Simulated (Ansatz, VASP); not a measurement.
**Si: VASP beside Ansatz**

The input INCAR:

```
  PREC = Accurate
  ENCUT = 520
  EDIFF = 1E-8
  ISMEAR = -1
  SIGMA = 0.08
  LREAL = F
  LASPH = T
  NELM = 100
  ALGO = Normal
  ISIF = 2
  LWAVE = F
  LCHARG = F
  GGA = CA
  LEFG = T
  NBANDS = 11
```

The input KPOINTS:

```
regular mesh
0
Gamma
  11 11 11
```

POSCAR

```
Si
1.0
    0.0543094000      2.7426247000      2.7426247000
    2.7426247000      0.0543094000      2.7426247000
    2.7426247000      2.7426247000      0.0543094000
Si
2
Direct
    0.5000000000      0.5000000000      0.5000000000
    0.7500000000      0.7500000000      0.7500000000
```

Input for Ansatz:

```yaml
crystal:
  lattice:
    - [0.0543094, 2.7426247, 2.7426247]
    - [2.7426247, 0.0543094, 2.7426247]
    - [2.7426247, 2.7426247, 0.0543094]
  atoms:
    - { symbol: Si, position: [0.5, 0.5, 0.5] }
    - { symbol: Si, position: [0.75, 0.75, 0.75] }
kpoints:
  mp_grid: { grid: [11, 11, 11] }
scf:
  occupations: { method: fermi_dirac, width: 0.08 }
hamiltonian:
  xc: lda
  pseudopotentials: { kind: paw }
output:
  forces: true
  stress: true
  eigenvalues: true
  efg: { contact_densities: true }
  write_density: true
  write_potential: true
  elf: true
  volumetric_format: npy
```

Change from the starting cell: equal xy, yz and zx shear strains of +2 %, PAW files.

Alike in both runs: task electric field gradients; functional LDA; k mesh 11 × 11 × 11; occupations fermi-dirac, width 0.08 eV; no spin polarisation.

|  | VASP | Ansatz |
| --- | --- | --- |
| version | VASP 6.6.1 | Ansatz 0.2.0 |
| potentials or method | VASP PAW LDA potentials, release 64 (Si) | PAW with Ansatz's default frozen-core files, scalar-relativistic |
| plane-wave cutoff (eV) | 520 | 420 |
| valence electrons in the cell | 8 | 8 |

|  | VASP | Ansatz | Ansatz less VASP |
| --- | --- | --- | --- |
| pressure (GPa) | -1.3 | -1.4 | -0.04 |
| traceless stress, the component that is largest in VASP (GPa) | -1.94 | -1.92 | +0.013 |
| rms of the force components (eV/Å) | 0.168 | 0.168 | -0.0003 |
| size of Vzz on the site where it differs most (V/Å²) | 8.2 | 7.8 | -0.35 |

LDA's correlation is that of Perdew and Zunger in VASP and of Perdew and Wang (1992) in Ansatz. Atom by atom the forces differ by 0.000 eV/Å (rms over components).
